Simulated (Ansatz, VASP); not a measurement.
## Two plane-wave programs on BaS

File POSCAR:

```
BaS
1.0
    0.0000000000      3.1937500000      3.0660000000
    3.1937500000      0.0000000000      3.0660000000
    3.1937500000      3.1937500000      0.0000000000
Ba S
1 1
Direct
    0.0000000000      0.0000000000      0.0000000000
    0.5000000000      0.5000000000      0.5000000000
```

The input INCAR.step1:

```
SYSTEM = BaS
ALGO = Normal
EDIFF = 1E-4
ENCUT = 520
GGA = PE
ISMEAR = 0
LASPH = .TRUE.
LCHARG = .FALSE.
LREAL = .FALSE.
LWAVE = .TRUE.
NBANDS = 15
NELM = 80
PREC = Accurate
SIGMA = 0.05
```

The input INCAR.step2:

```
SYSTEM = BaS
ALGO = Normal
EDIFF = 1E-7
ENCUT = 520
ISIF = 2
ISMEAR = 0
ISTART = 1
LASPH = .TRUE.
LCHARG = .FALSE.
LMIXTAU = .TRUE.
LREAL = .FALSE.
LWAVE = .FALSE.
METAGGA = R2SCAN
NBANDS = 15
NELM = 80
PREC = Accurate
SIGMA = 0.05
```

KPOINTS

```
k-points
0
G
  6 6 6
  0 0 0
```

Input for Ansatz:

```yaml
crystal:
  lattice:
    - [0.0, 3.19375, 3.066]
    - [3.19375, 0.0, 3.066]
    - [3.19375, 3.19375, 0.0]
  atoms:
    - { symbol: Ba, position: [0.0, 0.0, 0.0] }
    - { symbol: S, position: [0.5, 0.5, 0.5] }
basis:
  ecutwfc: 500
kpoints:
  mp_grid: { grid: [6, 6, 6] }
hamiltonian:
  xc: r2scan
scf:
  occupations: { method: gaussian, width: 0.05 }
output:
  forces: true
  stress: true
  eigenvalues: true
```

Change from the starting cell: strain +0.000 along x and y, -0.040 along z, atoms carried along.

Alike in both runs: task single point; functional r2SCAN; k mesh 6 × 6 × 6; occupations gaussian, width 0.05 eV; no spin polarisation.

```csv
,VASP,Ansatz
version,VASP 6.6.1,Ansatz 0.2.0
potentials or method,"VASP PAW PBE potentials, release 64 (Ba_sv, S), cutoff 520 eV","scalar-relativistic, plane waves, PAW"
valence electrons in the cell,16,16
```

|  | VASP | Ansatz | Ansatz less VASP |
| --- | --- | --- | --- |
| gap on the k mesh at the Fermi level (eV) | 2.24 | 2.34 | +0.109 |
| least direct gap on the mesh (eV) | 2.37 | 2.44 | +0.071 |
| pressure (GPa) | 3.9 | 3.2 | -0.71 |
| traceless stress, the component that is largest in VASP (GPa) | 3.42 | 3.15 | -0.265 |

VASP's potentials were made for PBE, not for r2SCAN.

Spin-orbit coupling is off throughout.
